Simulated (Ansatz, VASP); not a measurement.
Two plane-wave programs on Si2C3

```
CELL_PARAMETERS angstrom
-1.92947 1.92947 5.09111
1.92947 -1.92947 5.09111
1.92947 1.92947 -5.09111
ATOMIC_POSITIONS crystal
Si 0.50000 0.00000 0.50000
Si 0.00000 0.50000 0.50000
C 0.50000 0.50000 0.00000
C 0.92894 0.92894 0.00000
C 0.07106 0.07106 0.00000
```

Alike in both runs: functional PBE; k mesh 14 × 14 × 14; occupations gaussian, width 0.1 eV; no spin polarisation.

Ansatz relaxed the structure, and its values are those at the end. VASP's run is a single point on that final structure, the one shown.

|  | VASP | Ansatz |
| --- | --- | --- |
| version | VASP 6.6.1 | Ansatz 0.2.0 |
| potentials or method | VASP PAW PBE potentials, release 64 (Si, C), cutoff 520 eV | scalar-relativistic, plane waves, PAW |
| valence electrons in the cell | 20 | 20 |

|  | VASP | Ansatz | Ansatz less VASP |
| --- | --- | --- | --- |
| gap on the k mesh at the Fermi level (eV) | none | none | - |
| pressure (GPa) | 0.2 | 0.0 | -0.17 |
| rms of the force components (eV/Å) | 0.035 | 0.001 | -0.0347 |

A gap of «none» marks a metal or a gap that the smearing closes. The functional is the same, so the differences come from potentials, cutoffs and numerics.
